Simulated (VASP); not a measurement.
Set up this calculation in VASP 6.6.1, as the native input.

```
Task                      : relaxation of the atoms
Functional                : PBE
Potentials or basis       : VASP PAW PBE potentials, release 64 (Cu, Na_pv)
Cutoff                    : 520 eV
k mesh                    : 5 × 5 × 1
Occupations               : gaussian, width 0.1 eV
Spin                      : no spin polarisation
Dipole correction         : yes
Atoms held fixed (from 0) : [0, 1, 2, 3, 4, 5, 6, 7, 8, 9, 10, 11, 12]
Further INCAR settings    : ALGO = Normal; EDIFF = 1e-07; NELMDL = -8; IBRION = 2; EDIFFG = -0.025; NSW = 36
```

The structure of NaCu12 lies in POSCAR:

```
NaCu12
1.0
    5.1319544654      0.0000000000      0.0000000000
    0.0000000000      5.1319544654      0.0000000000
    0.0000000000      0.0000000000     19.0279314150
Cu Na
12 1
Selective dynamics
Direct
    0.2500000000      0.2500000000      0.2102172807  F F F
    0.2500000000      0.7500000000      0.2102172807  F F F
    0.7500000000      0.2500000000      0.2102172807  F F F
    0.7500000000      0.7500000000      0.2102172807  F F F
    0.0000000000      0.0000000000      0.3029241254  F F F
    0.0000000000      0.5000000000      0.3029241254  F F F
    0.5000000000      0.0000000000      0.3029241254  F F F
    0.5000000000      0.5000000000      0.3029241254  F F F
    0.2500000000      0.2500000000      0.3956253179  F F F
    0.2500000000      0.7500000000      0.3956253179  F F F
    0.7500000000      0.2500000000      0.3956253179  F F F
    0.7500000000      0.7500000000      0.3956253179  F F F
    0.4166666667      0.4166666667      0.5191518894  F F T
```

These files were run (other wordings do the same):

INCAR

```
PREC     = Accurate       # precision mode
ENCUT    = 520            # plane-wave cutoff, eV
EDIFF    = 1E-7           # SCF threshold, eV
ISMEAR   = 0              # smearing method
SIGMA    = 0.1            # smearing width, eV
LREAL    = F              # projectors in reciprocal space
LASPH    = T              # aspherical terms in the spheres
NELM     = 120            # most SCF steps
ALGO     = Normal         # electronic algorithm
ISIF     = 2              # what is computed and relaxed
LWAVE    = F              # write WAVECAR
LCHARG   = F              # write CHGCAR
LDIPOL   = T            
IDIPOL   = 3            
DIPOL    = 0.5 0.5 0.320
GGA      = PE             # functional
IBRION   = 2              # ionic algorithm
NSW      = 36             # ionic steps
EDIFFG   = -0.025         # ionic threshold
GGA_COMPAT= F            
NELMIN   = 4            
NELMDL   = -8           
KPAR     = 4
```

KPOINTS

```
Automatic mesh
0
Gamma
  5 5 1
```

Potentials or basis: VASP PAW PBE potentials, release 64 (Cu, Na_pv).

The run is started by

```sh
$ cat potpaw_PBE.64/Cu/POTCAR potpaw_PBE.64/Na_pv/POTCAR > POTCAR
$ mpirun -np 4 vasp_std > vasp.out
```

It gave:

The energy gained by relaxing is 0.1 meV/atom and the ionic steps are 4. The band gap on the k mesh is zero (an odd number of electrons rules out a gap without spin polarisation).

Wall time 14 min on 4 MPI ranks on Intel(R) Xeon(R) Platinum 8259CL CPU @ 2.50GHz (Skylake/Cascade Lake), on a shared host, peak memory 0.73 GiB a rank.
